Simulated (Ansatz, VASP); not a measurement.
Sb: VASP beside Ansatz

```
CELL_PARAMETERS angstrom
3.08725 0.00000 0.00000
0.00000 3.08725 0.00000
0.00000 0.00000 3.08725
ATOMIC_POSITIONS crystal
Sb 0.00000 0.00000 0.00000
```

Alike in both runs: functional r2SCAN; k mesh 18 × 18 × 18; occupations gaussian, width 0.1 eV; no spin polarisation.

Ansatz relaxed the structure, and its values are those at the end. VASP's run is a single point on that final structure, the one shown.

```csv
,VASP,Ansatz
version,VASP 6.6.1,Ansatz 0.2.0
potentials or method,"VASP PAW PBE potentials, release 64 (Sb), cutoff 520 eV","scalar-relativistic, plane waves, PAW"
valence electrons in the cell,5,15
```

|  | VASP | Ansatz | Ansatz less VASP |
| --- | --- | --- | --- |
| gap on the k mesh at the Fermi level (eV) | none | none | - |
| pressure (GPa) | 0.0 | 0.0 | -0.02 |

VASP's potentials were made for PBE, not for r2SCAN. A gap of «none» marks a metal or a gap that the smearing closes. VASP's potentials hold 5 valence electrons a cell and Ansatz's 15, so a difference there can come from the potentials and not from the codes.

Neither program's run includes spin-orbit coupling.
